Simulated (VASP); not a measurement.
# C (Cmme) in VASP: single point with LDA

Aim: the single point of C with LDA.

All numbers are computed with VASP 6.6.1; they aren't measurements. Logs are shortened: lines on timing, memory, paths and dates and some standing lists are left out, and cuts for length are marked.

### 1 The cell of the first run

It takes space group Cmme (No. 67, orthorhombic). The conventional cell has a = 2.456 Å, b = 4.254 Å, c = 7.173 Å, α = 90.00°, β = 90.00°, γ = 90.00°. Within 1.9 Å of C (site symmetry m) lie 3 C at 1.42 Å.

### 2 Single point, LDA

Contents of INCAR:

```
PREC = Accurate
ENCUT = 520
EDIFF = 1E-6
ISMEAR = -1
SIGMA = 0.1
LREAL = False
LASPH = True
NELM = 80
ALGO = Normal
ISIF = 2
LWAVE = False
LCHARG = False
GGA = CA
NBANDS = 16
```

Contents of KPOINTS:

```
regular mesh
0
Gamma
  12 12 4
```

Contents of POSCAR:

```
C
1.0
    1.2280480000     -2.1270620000      0.0000000000
    1.2280480000      2.1270620000      0.0000000000
    0.0000000000      0.0000000000      7.1732680000
C
4
Direct
    0.0833790000      0.9166210000      0.7531380000
    0.5833790000      0.4166210000      0.2468620000
    0.9166210000      0.0833790000      0.2468620000
    0.4166210000      0.5833790000      0.7531380000
```

Potentials or basis: VASP PAW LDA potentials, release 64 (C).

Started as:

```console
> cat potpaw_LDA.64/C/POTCAR > POTCAR
> mpirun -np 1 vasp_std > vasp.out
```

OUTCAR:

```text
PREC = Accurate
   ENCUT = 520
   EDIFF = 1E-6
   ISMEAR = -1
   LREAL = False
   LASPH = True
   NELM = 80
   ISIF = 2
   GGA = CA

 ion  position               nearest neighbor table
   1  0.083  0.917  0.753-   4 1.42   4 1.42   4 1.42
   2  0.583  0.417  0.247-   3 1.42   3 1.42   3 1.42
   3  0.917  0.083  0.247-   2 1.42   2 1.42   2 1.42
   4  0.417  0.583  0.753-   1 1.42   1 1.42   1 1.42

  LATTYP: Found a hexagonal cell.
 ALAT       =     2.4561137274
 C/A-ratio  =     2.9205764863

  Lattice vectors:

 A1 = (   1.2280480000,  -2.1270620000,   0.0000000000)
 A2 = (   1.2280480000,   2.1270620000,   0.0000000000)
 A3 = (   0.0000000000,   0.0000000000,   7.1732680000)

Analysis of symmetry for initial positions (statically):
=====================================================================
 Subroutine PRICEL returns:
 Original cell was already a primitive cell.

 Routine SETGRP: Setting up the symmetry group for a
 hexagonal supercell.

 Subroutine GETGRP returns: Found  8 space group operations
 (whereof  4 operations were pure point group operations)
 out of a pool of 24 trial point group operations.

The static configuration has the point symmetry C_2h.
 The point group associated with its full space group is D_2h.

Analysis of symmetry for dynamics (positions and initial velocities):
=====================================================================
 Subroutine PRICEL returns:
 Original cell was already a primitive cell.

 Routine SETGRP: Setting up the symmetry group for a
 hexagonal supercell.

 Subroutine GETGRP returns: Found  8 space group operations
 (whereof  4 operations were pure point group operations)
 out of a pool of 24 trial point group operations.

The dynamic configuration has the point symmetry C_2h.
 The point group associated with its full space group is D_2h.

 Subroutine INISYM returns: Found  8 space group operations
 (whereof  4 operations are pure point group operations),
 and found     1 'primitive' translations

----------------------------------------------------------------------------------------

                                     Primitive cell

  volume of cell :      37.4751

  direct lattice vectors                    reciprocal lattice vectors
     1.228048000 -2.127062000  0.000000000     0.407150209 -0.235066021  0.000000000
     1.228048000  2.127062000  0.000000000     0.407150209  0.235066021  0.000000000
     0.000000000  0.000000000  7.173268000     0.000000000  0.000000000  0.139406474

  length of vectors
     2.456113727  2.456113727  7.173268000     0.470135435  0.470135435  0.139406474

  position of ions in fractional coordinates (direct lattice)
     0.083379000  0.916621000  0.753138000
     0.583379000  0.416621000  0.246862000
     0.916621000  0.083379000  0.246862000
     0.416621000  0.583379000  0.753138000

  ion indices of the primitive-cell ions
   primitive index   ion index
                 1           1
                 2           2
                 3           3
                 4           4

----------------------------------------------------------------------------------------

 KPOINTS: regular mesh

Automatic generation of k-mesh.
 Grid dimensions read from file:
 generate k-points for:   12   12    4

 Generating k-lattice:

  Cartesian coordinates                     Fractional coordinates (reciprocal lattice)
     0.033929184 -0.019588835  0.000000000     0.083333333  0.000000000  0.000000000
     0.033929184  0.019588835  0.000000000     0.000000000  0.083333333  0.000000000
     0.000000000  0.000000000  0.034851619     0.000000000  0.000000000  0.250000000

  Length of vectors
     0.039177953  0.039177953  0.034851619

  Shift w.r.t. Gamma in fractional coordinates (k-lattice)
     0.000000000  0.000000000  0.000000000

 Subroutine IBZKPT returns following result:
 ===========================================

 Found    129 irreducible k-points:

 Following reciprocal coordinates:
            Coordinates               Weight
  0.000000  0.000000  0.000000      1.000000
  0.083333  0.000000  0.000000      4.000000
 -0.083333  0.083333  0.000000      2.000000
  0.166667  0.000000  0.000000      4.000000
 -0.166667  0.166667  0.000000      2.000000
  0.250000  0.000000  0.000000      4.000000
[... 16 lines left out ...]
 -0.083333  0.416667  0.000000      4.000000
 -0.416667  0.333333  0.000000      4.000000
 [... further k-points ...]
   k-points           NKPTS =    129   k-points in BZ     NKDIM =    129   number of bands    NBANDS=     16
   number of dos      NEDOS =    301   number of ions     NIONS =      4
   total plane-waves  NPLWV =  17496
   dimension x,y,z NGX =    18 NGY =   18 NGZ =   54
   dimension x,y,z NGXF=    36 NGYF=   36 NGZF=  108
   ions per type =               4
   NGX,Y,Z   is equivalent  to a cutoff of  12.18, 12.18, 12.51 a.u.
   NGXF,Y,Z  is equivalent  to a cutoff of  24.37, 24.37, 25.03 a.u.
 SYSTEM =  unknown system
   PREC   = accura    normal or accurate (medium, high low for compatibility)
   ISTART =      0    job   : 0-new  1-cont  2-samecut
   ICHARG =      2    charge: 1-file 2-atom 10-const
   ISPIN  =      1    spin polarized calculation?
   LNONCOLLINEAR =      F non collinear calculations
   LSORBIT =      F    spin-orbit coupling
   LASPH  =      T    aspherical Exc in radial PAW
   ENCUT  =  520.0 eV  38.22 Ry    6.18 a.u.   4.57  4.57 13.34*2*pi/ulx,y,z
   NELM   =     80;   NELMIN=  2; NELMDL= -5     # of ELM steps
   EDIFF  = 0.1E-05   stopping-criterion for ELM
   LREAL  =      F    real-space projection
   EDIFFG = 0.1E-04   stopping-criterion for IOM
   NSW    =      0    number of steps for IOM
   IBRION =     -1    ionic relax: 0-MD 1-quasi-New 2-CG
   NFREE  =      0    steps in history (QN), initial steepest desc. (CG)
   ISIF   =      2    stress and relaxation
   ISYM   =      2    0-nonsym 1-usesym 2-fastsym
   POTIM  = 0.5000    time-step for ionic-motion
   TEBEG  =    0.0;   TEEND  =   0.0 temperature during run
   PSTRESS=    0.0 pullay stress
   NELECT =      16.0000    total number of electrons
   NUPDOWN=      -1.0000    fix difference up-down
   EMIN   =  10.00;   EMAX   =-10.00  energy-range for DOS
   EFERMI =   0.00;   METHOD = LEGACY
   ISMEAR =    -1;   SIGMA  =   0.10  broadening in eV -4-tet -1-fermi 0-gaus
   EFERMI_NEDOS =   21; number of points for ismear=-14 and -15
   IALGO  =     38    algorithm
   IMIX   =      4    mixing-type and parameters
     AMIX     =   0.40;   BMIX     =  1.00
     AMIX_MAG =   1.60;   BMIX_MAG =  1.00
  volume/ion in A,a.u.               =       9.37        63.22
  Fermi-wavevector in a.u.,A,eV,Ry     =   1.232728  2.329518 20.675667  1.519619
  Thomas-Fermi vector in A             =   2.367487
   LORBIT       =      0    0 simple, 1 ext, 2 COOP (PROOUT), +10 PAW based schemes
   GGA     = CA    functional components
   LHFCALC =     F    Hartree Fock is set to
   AEXX    =    0.0000 exact exchange contribution
   IVDW    =     0    specifies the selected vdW correction
   LEPSILON=     F    determine dielectric tensor
   LRPA    =     F    only Hartree local field effects (RPA)
 non-spin polarized calculation
  energy-cutoff  :      520.00
  volume of cell :       37.48
 maximum number of plane-waves:      1028
   NGX =  9   NGY =  9   NGZ = 27

 number of electron      15.9999996 magnetization

 Free energy of the ion-electron system (eV)
  ---------------------------------------------------
  ext. energy  EPLUGINS =         0.00000000
  ---------------------------------------------------
  free energy    TOTEN  =       -40.42503643 eV

  energy without entropy =      -40.42040677  energy(sigma->0) =      -40.42272160

 E-fermi :   4.0349     XC(G=0): -10.3388

 val. band max:        4.0245564635   @ k =   0.3333   0.3333   0.5000
 cond. band min:       4.0492450058   @ k =   0.3333   0.3333   0.5000
 fundamental gap:      0.0246885423
 Fermi energy:         4.0348595006

 k-point     1 :       0.0000    0.0000    0.0000
  band No.  band energies     occupation
      1     -15.4275      2.00000
      2     -15.2380      2.00000
      3      -4.3650      2.00000
      4      -2.9065      2.00000
      5       1.0193      2.00000
      6       1.0253      2.00000
[... 8 lines left out ...]
     15      15.4899      0.00000
     16      15.5715      0.00000

 k-point     2 :       0.0833    0.0000    0.0000
  band No.  band energies     occupation
      1     -15.2622      2.00000
      2     -15.0749      2.00000
      3      -4.1623      2.00000
      4      -2.7143      2.00000
      5       0.3845      2.00000
      6       0.4034      2.00000
[... 8 lines left out ...]
     15      14.9010      0.00000
     16      15.0347      0.00000

 k-point     3 :      -0.0833    0.0833    0.0000
  band No.  band energies     occupation
      1     -15.2622      2.00000
      2     -15.0750      2.00000
      3      -4.1625      2.00000
      4      -2.7139      2.00000
      5       0.3789      2.00000
      6       0.3928      2.00000
[... 8 lines left out ...]
     15      14.9526      0.00000
     16      14.9821      0.00000

 k-point     4 :       0.1667    0.0000    0.0000
  band No.  band energies     occupation
      1     -14.7682      2.00000
      2     -14.5873      2.00000
      3      -3.5585      2.00000
      4      -2.1437      2.00000
      5      -1.2370      2.00000
      6      -1.2009      2.00000
[... 8 lines left out ...]
     15      14.9511      0.00000
     16      14.9518      0.00000
[... 324 lines left out ...]
 k-point    22 :       0.3333    0.0833    0.0000
  band No.  band energies     occupation
      1     -12.0309      2.00000
      2     -11.8847      2.00000
      3      -6.5288      2.00000
      4      -6.4403      2.00000
      5      -2.5423      2.00000
      6      -2.5151      2.00000
[... 8 lines left out ...]
     15      17.8738      0.00000
     16      18.5787      0.00000

 k-point    23 :      -0.0833    0.4167    0.0000
  band No.  band energies     occupation
      1     -12.0313      2.00000
      2     -11.8846      2.00000
      3      -6.5275      2.00000
      4      -6.4422      2.00000
      5      -2.5414      2.00000
      6      -2.5151      2.00000
[... 8 lines left out ...]
     15      17.8661      0.00000
     16      19.2903      0.00000

 k-point    24 :      -0.4167    0.3333    0.0000
  band No.  band energies     occupation
      1     -12.0324      2.00000
      2     -11.8837      2.00000
      3      -6.5301      2.00000
      4      -6.4457      2.00000
      5      -2.5418      2.00000
      6      -2.5061      2.00000
[... 8 lines left out ...]
     15      17.8835      0.00000
     16      20.1455      0.00000

 [... further k-points ...]
[... 5 lines left out ...]
  --------------------------------------------------------------------------------------
  -------------------------------------------------------------------------------------
  Total       -0.9369667     -0.9829068     -0.3066722      0.0000000      0.0000000      0.0000000
  in kB      -40.0582687    -42.0223533    -13.1112010      0.0000000      0.0000000      0.0000000
  external PRESSURE =     -31.7306077 kB  Pullay stress =       0.0000000 kB

 VOLUME and BASIS-vectors are now :
 -----------------------------------------------------------------------------
  energy-cutoff  :      520.00
  volume of cell :       37.48
      direct lattice vectors                 reciprocal lattice vectors
     1.228048000 -2.127062000  0.000000000     0.407150209 -0.235066021  0.000000000
     1.228048000  2.127062000  0.000000000     0.407150209  0.235066021  0.000000000
     0.000000000  0.000000000  7.173268000     0.000000000  0.000000000  0.139406474

 POSITION                                       TOTAL-FORCE (eV/Angst)
 -----------------------------------------------------------------------------------
      1.22805      1.77236      5.40246         0.000000      0.022583     -0.002488
      1.22805     -0.35470      1.77081         0.000000      0.022583      0.002488
      1.22805     -1.77236      1.77081         0.000000     -0.022583      0.002488
      1.22805      0.35470      5.40246         0.000000     -0.022583     -0.002488
 -----------------------------------------------------------------------------------
    total drift:                                0.000000     -0.000000      0.000000

  FREE ENERGIE OF THE ION-ELECTRON SYSTEM (eV)
  ---------------------------------------------------
  free  energy   TOTEN  =       -40.4250364276 eV

  energy  without entropy=      -40.4204067748  energy(sigma->0) =      -40.42272160
```

It took 36 s on 1 thread of Intel Xeon 6975P-C (Granite Rapids), shared host; peak memory 0.16 GiB.

Results:

- Free energy: -40.4250 eV
- Pressure: -3.2 GPa
- Largest force: 0.023 eV/Å
- Band gap on the k mesh: 0.02 eV

Forces on the atoms (eV/Å):
```
C    0.000  0.023 -0.002
C    0.000  0.023  0.002
C    0.000 -0.023  0.002
C    0.000 -0.023 -0.002
```
